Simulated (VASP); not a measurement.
Set up this calculation in VASP 6.6.1, as the native input.

| Quantity | Value |
| --- | --- |
| Task | single point |
| Functional | PBEsol |
| Potentials or basis | VASP PAW PBE potentials, release 64 (Ag) |
| Cutoff | 520 eV |
| k mesh | 20 × 20 × 20 |
| Occupations | gaussian, width 0.15 eV |
| Spin | no spin polarisation |
| Dipole correction | no |
| Further INCAR settings | ALGO = Fast; EDIFF = 1e-06; NBANDS = 12 |

The structure of Ag lies in POSCAR:

```
Ag
1.0
   -1.7881063200      1.7881063200      1.5894278400
    1.7881063200     -1.7881063200      1.5894278400
    1.7881063200      1.7881063200     -1.5894278400
Ag
1
Direct
    0.0000000000      0.0000000000      0.0000000000
```

This cell differs from its parent crystal: strain +0.080 along x and y, -0.040 along z.

The input as run:

INCAR

```
SYSTEM = Ag
PREC = Accurate
ENCUT = 520
EDIFF = 1E-6
ISMEAR = 0
SIGMA = 0.15
LREAL = .False.
LASPH = .True.
NELM = 80
ALGO = Fast
ISIF = 2
LWAVE = .False.
LCHARG = .True.
GGA = PS
LELF = .True.
LVHAR = .True.
NBANDS = 12
```

KPOINTS

```
regular mesh
0
Gamma
  20 20 20
  0 0 0
```

Potentials or basis: VASP PAW PBE potentials, release 64 (Ag).

Run with:

```console
$ cat potpaw_PBE.64/Ag/POTCAR > POTCAR
$ mpirun -np 1 vasp_std > vasp.out
```

It gave:

- Pressure: -12.8 GPa

Caveat: the cell differs from its parent crystal (strain +0.080 along x and y, -0.040 along z); the PAW data sets were made with another functional, which shifts forces and pressure a little.

It took 39 s on 1 thread of Intel(R) Xeon(R) 6975P-C (Granite Rapids) (shared host), peak memory 0.26 GiB.
